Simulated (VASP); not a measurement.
# Sn3C (Pm-3n) in VASP: further runs, part 2 of 2

VASP 6.6.1.

### 3 Single point, PBE

This run uses another cell than the first one, of 23.03 Å³/atom.

File INCAR:

```
ALGO = Normal
EDIFF = 1E-6
ENCUT = 520
GGA = PE
ISIF = 2
ISMEAR = 0
LASPH = True
LCHARG = False
LREAL = False
LWAVE = False
NBANDS = 56
NELM = 60
PREC = Accurate
SIGMA = 0.1
```

File KPOINTS:

```
k-points
0
Gamma
  8 8 8
```

File POSCAR:

```
Sn3C
1.0
    5.6900926372      0.0000000000      0.0000000000
    0.0000000000      5.6900926372      0.0000000000
    0.0000000000      0.0000000000      5.6900926372
Sn C
6 2
Direct
    0.2500000000      0.0000000000      0.5000000000
    0.5000000000      0.7500000000      0.0000000000
    0.7500000000      0.0000000000      0.5000000000
    0.5000000000      0.2500000000      0.0000000000
    0.0000000000      0.5000000000      0.7500000000
    0.0000000000      0.5000000000      0.2500000000
    0.0000000000      0.0000000000      0.0000000000
    0.5000000000      0.5000000000      0.5000000000
```

Potentials or basis: VASP PAW PBE potentials, release 64 (Sn_d, C).

Launch:

```sh
> cat potpaw_PBE.64/Sn_d/POTCAR potpaw_PBE.64/C/POTCAR > POTCAR
> mpirun -np 1 vasp_std > vasp.out
```

OUTCAR:

```text
EDIFF = 1E-6
   ENCUT = 520
   GGA = PE
   ISIF = 2
   ISMEAR = 0
   LASPH = True
   LREAL = False
   NELM = 60
   PREC = Accurate

 ion  position               nearest neighbor table
   1  0.250  0.000  0.500-   3 2.85   3 2.85   4 3.48   5 3.48   6 3.48   2 3.48   4 3.48   5 3.48
                             6 3.48   2 3.48
   2  0.500  0.750  0.000-   4 2.85   4 2.85   1 3.48   5 3.48   6 3.48   1 3.48   3 3.48   3 3.48
                             5 3.48   6 3.48
   3  0.750  0.000  0.500-   1 2.85   1 2.85   4 3.48   5 3.48   6 3.48   2 3.48   4 3.48   5 3.48
                             6 3.48   2 3.48
   4  0.500  0.250  0.000-   2 2.85   2 2.85   3 3.48   5 3.48   6 3.48   1 3.48   3 3.48   1 3.48
                             5 3.48   6 3.48
   5  0.000  0.500  0.750-   6 2.85   6 2.85   3 3.48   4 3.48   1 3.48   2 3.48   1 3.48   3 3.48
                             2 3.48   4 3.48
   6  0.000  0.500  0.250-   5 2.85   5 2.85   3 3.48   4 3.48   1 3.48   2 3.48   1 3.48   3 3.48
                             2 3.48   4 3.48
   7  0.000  0.000  0.000-
   8  0.500  0.500  0.500-

  LATTYP: Found a simple cubic cell.
[... 203 lines left out ...]
 k-point     1 :       0.0000    0.0000    0.0000
  band No.  band energies     occupation
      1     -14.5132      2.00000
      2     -14.4994      2.00000
      3     -14.4994      2.00000
      4     -14.3061      2.00000
      5     -14.3061      2.00000
      6     -14.3061      2.00000
[... 1405 lines left out ...]
     55      10.5224      0.00000
     56      10.5893      0.00000

 [... further k-points ...]

------------------------ aborting loop because EDIFF is reached ----------------------------------------

  FORCE on cell =-STRESS in cart. coord.  units (eV):
  Direction    XX          YY          ZZ          XY          YZ          ZX
  --------------------------------------------------------------------------------------
  -------------------------------------------------------------------------------------
  Total       -0.1530794     -0.1530794     -0.1530794      0.0000000      0.0000000     -0.0000000
  in kB       -1.3312796     -1.3312796     -1.3312796      0.0000000      0.0000000     -0.0000000
  external PRESSURE =      -1.3312796 kB  Pullay stress =       0.0000000 kB

 VOLUME and BASIS-vectors are now :
 -----------------------------------------------------------------------------
  energy-cutoff  :      520.00
  volume of cell :      184.23
      direct lattice vectors                 reciprocal lattice vectors
     5.690092637  0.000000000  0.000000000     0.175744063  0.000000000  0.000000000
     0.000000000  5.690092637  0.000000000     0.000000000  0.175744063  0.000000000
     0.000000000  0.000000000  5.690092637     0.000000000  0.000000000  0.175744063

 POSITION                                       TOTAL-FORCE (eV/Angst)
 -----------------------------------------------------------------------------------
      1.42252      0.00000      2.84505        -0.000000     -0.000000      0.000000
      2.84505      4.26757      0.00000         0.000000     -0.000000      0.000000
      4.26757      0.00000      2.84505         0.000000      0.000000     -0.000000
      2.84505      1.42252      0.00000         0.000000      0.000000      0.000000
      0.00000      2.84505      4.26757        -0.000000     -0.000000     -0.000000
      0.00000      2.84505      1.42252        -0.000000     -0.000000     -0.000000
      0.00000      0.00000      0.00000         0.000000      0.000000     -0.000000
      2.84505      2.84505      2.84505         0.000000      0.000000     -0.000000
 -----------------------------------------------------------------------------------
    total drift:                                0.000000      0.000000     -0.000000

  FREE ENERGIE OF THE ION-ELECTRON SYSTEM (eV)
  ---------------------------------------------------
  free  energy   TOTEN  =       -30.0619694050 eV

  energy  without entropy=      -30.0277852626  energy(sigma->0) =      -30.04487733
```

OSZICAR:

```text
N       E                     dE             d eps       ncg     rms          rms(c)
DAV:   1     0.106525278687E+04    0.10653E+04   -0.44465E+04  4208   0.255E+03
DAV:   2     0.149555250976E+03   -0.91570E+03   -0.89560E+03  3920   0.715E+02
DAV:   3    -0.175133009788E+02   -0.16707E+03   -0.16113E+03  4384   0.229E+02
DAV:   4    -0.311976827616E+02   -0.13684E+02   -0.13205E+02  4720   0.639E+01
DAV:   5    -0.316479977754E+02   -0.45032E+00   -0.44803E+00  4392   0.121E+01    0.758E+00
DAV:   6    -0.317367507028E+02   -0.88753E-01   -0.23775E+01  5208   0.116E+01    0.759E+00
DAV:   7    -0.300958357391E+02    0.16409E+01   -0.34446E+00  4808   0.534E+00    0.269E+00
DAV:   8    -0.301116436046E+02   -0.15808E-01   -0.13866E+00  5136   0.277E+00    0.135E+00
DAV:   9    -0.300628515962E+02    0.48792E-01   -0.31053E-01  4640   0.157E+00    0.334E-01
DAV:  10    -0.300624530305E+02    0.39857E-03   -0.32961E-02  4840   0.677E-01    0.213E-01
DAV:  11    -0.300626395059E+02   -0.18648E-03   -0.12125E-02  5024   0.278E-01    0.163E-01
DAV:  12    -0.300619537704E+02    0.68574E-03   -0.37983E-03  5024   0.196E-01    0.272E-02
DAV:  13    -0.300619666756E+02   -0.12905E-04   -0.37862E-04  4616   0.673E-02    0.169E-02
DAV:  14    -0.300619690537E+02   -0.23781E-05   -0.26379E-05  3960   0.163E-02    0.143E-02
DAV:  15    -0.300619694050E+02   -0.35128E-06   -0.79106E-07  2752   0.574E-03
   1 F= -.30061969E+02 E0= -.30044877E+02  d E =-.341841E-01
```

stdout:

```text
POSCAR found type information on POSCAR SnC
 POSCAR found :  2 types and       8 ions
 scaLAPACK will be used
 LDA part: xc-table for (Slater+PW92), standard interpolation
 POSCAR, INCAR and KPOINTS ok, starting setup
 FFT: planning ... GRIDC
 FFT: planning ... GRID_SOFT
 FFT: planning ... GRID
 WAVECAR not read
 entering main loop
```

Wall time 6 min (1 thread of Intel Xeon Platinum 8488C (Sapphire Rapids), shared host); peak memory 0.41 GiB.

Results:

```yaml
Free_energy: -30.0620 eV
Pressure: -0.1 GPa
Band_gap_on_the_k_mesh: zero (bands 46 and 47 overlap by 1.92 eV)
```

Caveat: spin-orbit coupling is left out, which moves the levels of the heavy elements.

### 4 Single point, PBE

This run uses another cell than the first one, of 23.03 Å³/atom.

File INCAR:

```
SYSTEM = Sn3C
ALGO = Normal
EDIFF = 1E-6
ENCUT = 520
GGA = PE
ISIF = 2
ISMEAR = 0
LASPH = .True.
LCHARG = .False.
LREAL = .False.
LWAVE = .False.
NBANDS = 56
NELM = 100
PREC = Accurate
SIGMA = 0.1
```

File KPOINTS:

```
k-points
0
Gamma
  8 8 8
  0 0 0
```

POSCAR is that of step 3.

Potentials or basis: VASP PAW PBE potentials, release 64 (Sn_d, C).

Launch:

```sh
> cat potpaw_PBE.64/Sn_d/POTCAR potpaw_PBE.64/C/POTCAR > POTCAR
> mpirun -np 1 vasp_std > vasp.out
```

OUTCAR:

```text
SYSTEM = Sn3C
   EDIFF = 1E-6
   ENCUT = 520
   GGA = PE
   ISIF = 2
   ISMEAR = 0
   LASPH = .True.
   LREAL = .False.
   NELM = 100
   PREC = Accurate

 ion  position               nearest neighbor table
   1  0.250  0.000  0.500-   3 2.85   3 2.85   4 3.48   5 3.48   6 3.48   2 3.48   4 3.48   5 3.48
                             6 3.48   2 3.48
   2  0.500  0.750  0.000-   4 2.85   4 2.85   1 3.48   5 3.48   6 3.48   1 3.48   3 3.48   3 3.48
                             5 3.48   6 3.48
   3  0.750  0.000  0.500-   1 2.85   1 2.85   4 3.48   5 3.48   6 3.48   2 3.48   4 3.48   5 3.48
                             6 3.48   2 3.48
   4  0.500  0.250  0.000-   2 2.85   2 2.85   3 3.48   5 3.48   6 3.48   1 3.48   3 3.48   1 3.48
                             5 3.48   6 3.48
   5  0.000  0.500  0.750-   6 2.85   6 2.85   3 3.48   4 3.48   1 3.48   2 3.48   1 3.48   3 3.48
                             2 3.48   4 3.48
   6  0.000  0.500  0.250-   5 2.85   5 2.85   3 3.48   4 3.48   1 3.48   2 3.48   1 3.48   3 3.48
                             2 3.48   4 3.48
   7  0.000  0.000  0.000-
   8  0.500  0.500  0.500-

  LATTYP: Found a simple cubic cell.
 ALAT       =     5.6900926372

  Lattice vectors:

 A1 = (   5.6900926372,   0.0000000000,   0.0000000000)
 A2 = (   0.0000000000,   5.6900926372,   0.0000000000)
 A3 = (   0.0000000000,   0.0000000000,   5.6900926372)

Analysis of symmetry for initial positions (statically):
=====================================================================
 Subroutine PRICEL returns:
 Original cell was already a primitive cell.

 Routine SETGRP: Setting up the symmetry group for a
 simple cubic supercell.

 Subroutine GETGRP returns: Found 48 space group operations
 (whereof 24 operations were pure point group operations)
 out of a pool of 48 trial point group operations.

The static configuration has the point symmetry T_h .
 The point group associated with its full space group is O_h .

Analysis of symmetry for dynamics (positions and initial velocities):
=====================================================================
 Subroutine PRICEL returns:
 Original cell was already a primitive cell.

 Routine SETGRP: Setting up the symmetry group for a
 simple cubic supercell.

 Subroutine GETGRP returns: Found 48 space group operations
 (whereof 24 operations were pure point group operations)
 out of a pool of 48 trial point group operations.

The dynamic configuration has the point symmetry T_h .
 The point group associated with its full space group is O_h .

 Subroutine INISYM returns: Found 48 space group operations
 (whereof 24 operations are pure point group operations),
 and found     1 'primitive' translations

----------------------------------------------------------------------------------------

                                     Primitive cell

  volume of cell :     184.2290

  direct lattice vectors                    reciprocal lattice vectors
     5.690092637  0.000000000  0.000000000     0.175744063  0.000000000  0.000000000
     0.000000000  5.690092637  0.000000000     0.000000000  0.175744063  0.000000000
     0.000000000  0.000000000  5.690092637     0.000000000  0.000000000  0.175744063

  length of vectors
[... 55 lines left out ...]
  0.500000  0.000000  0.000000      3.000000
  0.125000  0.125000  0.000000     12.000000
[... 16 lines left out ...]
  0.375000  0.375000  0.125000     24.000000
  0.500000  0.375000  0.125000     24.000000
 [... further k-points ...]
   k-points           NKPTS =     35   k-points in BZ     NKDIM =     35   number of bands    NBANDS=     56
   number of dos      NEDOS =    301   number of ions     NIONS =      8
   total plane-waves  NPLWV =  74088
   dimension x,y,z NGX =    42 NGY =   42 NGZ =   42
   dimension x,y,z NGXF=    84 NGYF=   84 NGZF=   84
   ions per type =               6   2
   NGX,Y,Z   is equivalent  to a cutoff of  12.27, 12.27, 12.27 a.u.
   NGXF,Y,Z  is equivalent  to a cutoff of  24.54, 24.54, 24.54 a.u.
 SYSTEM =  Sn3C
   PREC   = accura    normal or accurate (medium, high low for compatibility)
   ISTART =      0    job   : 0-new  1-cont  2-samecut
   ICHARG =      2    charge: 1-file 2-atom 10-const
   ISPIN  =      1    spin polarized calculation?
   LNONCOLLINEAR =      F non collinear calculations
   LSORBIT =      F    spin-orbit coupling
   LASPH  =      T    aspherical Exc in radial PAW
   ENCUT  =  520.0 eV  38.22 Ry    6.18 a.u.  10.58 10.58 10.58*2*pi/ulx,y,z
   NELM   =    100;   NELMIN=  2; NELMDL= -5     # of ELM steps
   EDIFF  = 0.1E-05   stopping-criterion for ELM
   LREAL  =      F    real-space projection
   EDIFFG = 0.1E-04   stopping-criterion for IOM
   NSW    =      0    number of steps for IOM
   IBRION =     -1    ionic relax: 0-MD 1-quasi-New 2-CG
   NFREE  =      0    steps in history (QN), initial steepest desc. (CG)
   ISIF   =      2    stress and relaxation
   ISYM   =      2    0-nonsym 1-usesym 2-fastsym
   POTIM  = 0.5000    time-step for ionic-motion
   TEBEG  =    0.0;   TEEND  =   0.0 temperature during run
   PSTRESS=    0.0 pullay stress
   NELECT =      92.0000    total number of electrons
   NUPDOWN=      -1.0000    fix difference up-down
   EMIN   =  10.00;   EMAX   =-10.00  energy-range for DOS
   EFERMI =   0.00;   METHOD = LEGACY
   ISMEAR =     0;   SIGMA  =   0.10  broadening in eV -4-tet -1-fermi 0-gaus
   EFERMI_NEDOS =   21; number of points for ismear=-14 and -15
   IALGO  =     38    algorithm
   IMIX   =      4    mixing-type and parameters
     AMIX     =   0.40;   BMIX     =  1.00
     AMIX_MAG =   1.60;   BMIX_MAG =  1.00
  volume/ion in A,a.u.               =      23.03       155.40
  Fermi-wavevector in a.u.,A,eV,Ry     =   1.298827  2.454428 22.952383  1.686953
  Thomas-Fermi vector in A             =   2.430131
   LORBIT       =      0    0 simple, 1 ext, 2 COOP (PROOUT), +10 PAW based schemes
   GGA     = PE    functional components
   LHFCALC =     F    Hartree Fock is set to
   AEXX    =    0.0000 exact exchange contribution
   IVDW    =     0    specifies the selected vdW correction
   LEPSILON=     F    determine dielectric tensor
   LRPA    =     F    only Hartree local field effects (RPA)
 non-spin polarized calculation
 Gauss-broadening in eV      SIGMA  =   0.10
  energy-cutoff  :      520.00
  volume of cell :      184.23
 maximum number of plane-waves:      4985
   NGX = 21   NGY = 21   NGZ = 21

 number of electron      92.0000016 magnetization

 Free energy of the ion-electron system (eV)
  ---------------------------------------------------
  ext. energy  EPLUGINS =         0.00000000
  ---------------------------------------------------
  free energy    TOTEN  =       -30.06196940 eV

  energy without entropy =      -30.02778526  energy(sigma->0) =      -30.04487733

 E-fermi :   7.4567     XC(G=0): -10.4050

 val. band max:        7.4507582118   @ k =   0.5000   0.2500   0.0000
 cond. band min:       7.4689738809   @ k =   0.5000   0.3750   0.2500
 fundamental gap:      0.0182156691
 Fermi energy:         7.4566786604

 k-point     1 :       0.0000    0.0000    0.0000
  band No.  band energies     occupation
      1     -14.5132      2.00000
      2     -14.4994      2.00000
      3     -14.4994      2.00000
      4     -14.3061      2.00000
      5     -14.3061      2.00000
      6     -14.3061      2.00000
[... 1405 lines left out ...]
     55      10.5224      0.00000
     56      10.5893      0.00000

 [... further k-points ...]

------------------------ aborting loop because EDIFF is reached ----------------------------------------

  FORCE on cell =-STRESS in cart. coord.  units (eV):
  Direction    XX          YY          ZZ          XY          YZ          ZX
  --------------------------------------------------------------------------------------
  -------------------------------------------------------------------------------------
  Total       -0.1530794     -0.1530794     -0.1530794      0.0000000      0.0000000     -0.0000000
  in kB       -1.3312796     -1.3312796     -1.3312796      0.0000000      0.0000000     -0.0000000
  external PRESSURE =      -1.3312796 kB  Pullay stress =       0.0000000 kB

 VOLUME and BASIS-vectors are now :
 -----------------------------------------------------------------------------
  energy-cutoff  :      520.00
  volume of cell :      184.23
      direct lattice vectors                 reciprocal lattice vectors
     5.690092637  0.000000000  0.000000000     0.175744063  0.000000000  0.000000000
     0.000000000  5.690092637  0.000000000     0.000000000  0.175744063  0.000000000
     0.000000000  0.000000000  5.690092637     0.000000000  0.000000000  0.175744063

 POSITION                                       TOTAL-FORCE (eV/Angst)
 -----------------------------------------------------------------------------------
      1.42252      0.00000      2.84505        -0.000000     -0.000000      0.000000
      2.84505      4.26757      0.00000         0.000000     -0.000000      0.000000
      4.26757      0.00000      2.84505         0.000000      0.000000     -0.000000
      2.84505      1.42252      0.00000         0.000000      0.000000      0.000000
      0.00000      2.84505      4.26757        -0.000000     -0.000000     -0.000000
      0.00000      2.84505      1.42252        -0.000000     -0.000000     -0.000000
      0.00000      0.00000      0.00000         0.000000      0.000000     -0.000000
      2.84505      2.84505      2.84505         0.000000      0.000000     -0.000000
 -----------------------------------------------------------------------------------
    total drift:                                0.000000      0.000000     -0.000000

  FREE ENERGIE OF THE ION-ELECTRON SYSTEM (eV)
  ---------------------------------------------------
  free  energy   TOTEN  =       -30.0619694050 eV

  energy  without entropy=      -30.0277852626  energy(sigma->0) =      -30.04487733
```

Run time: 5.7 min. Hardware: 1 thread of Intel Xeon Platinum 8488C (Sapphire Rapids), shared host; peak memory 0.41 GiB.

Results:

* Free energy: -30.0620 eV
* Pressure: -0.1 GPa
* Band gap on the k mesh: zero (bands 46 and 47 overlap by 1.92 eV)

Caveat: spin-orbit coupling is left out, which moves the levels of the heavy elements.
